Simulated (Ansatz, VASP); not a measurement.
**One calculation of Si4Ru, two programs**

```
Si Ru
1.0
     0.00000    4.38151    4.38151
     4.38151    0.00000    4.38151
     4.38151    4.38151    0.00000
Si Ru
8 2
Direct
  0.40164 0.40164 0.40164
  0.40164 0.40164 0.79509
  0.40164 0.79509 0.40164
  0.79509 0.40164 0.40164
  0.84836 0.84836 0.84836
  0.84836 0.84836 0.45491
  0.84836 0.45491 0.84836
  0.45491 0.84836 0.84836
  0.25000 0.25000 0.25000
  0.00000 0.00000 0.00000
```

Alike in both runs: functional PBE; k mesh 3 × 3 × 3; occupations gaussian, width 0.2 eV; no spin polarisation.

Ansatz relaxed the structure, and its values are those at the end. VASP's run is a single point on that final structure, the one shown.

|  | VASP | Ansatz |
| --- | --- | --- |
| version | VASP 6.6.1 | Ansatz 0.2.0 |
| potentials or method | VASP PAW PBE potentials, release 64 (Si, Ru_pv), cutoff 500 eV | scalar-relativistic, plane waves, PAW |
| valence electrons in the cell | 60 | 64 |

|  | VASP | Ansatz | Ansatz less VASP |
| --- | --- | --- | --- |
| gap on the k mesh at the Fermi level (eV) | none | none | - |
| pressure (GPa) | 0.7 | 0.7 | +0.03 |
| rms of the force components (eV/Å) | 0.041 | 0.053 | +0.0113 |

A gap of «none» marks a metal or a gap that the smearing closes. VASP's potentials hold 60 valence electrons a cell and Ansatz's 64, so a difference there can come from the potentials and not from the codes.

The k mesh is coarse, so the values compare programs but aren't converged.
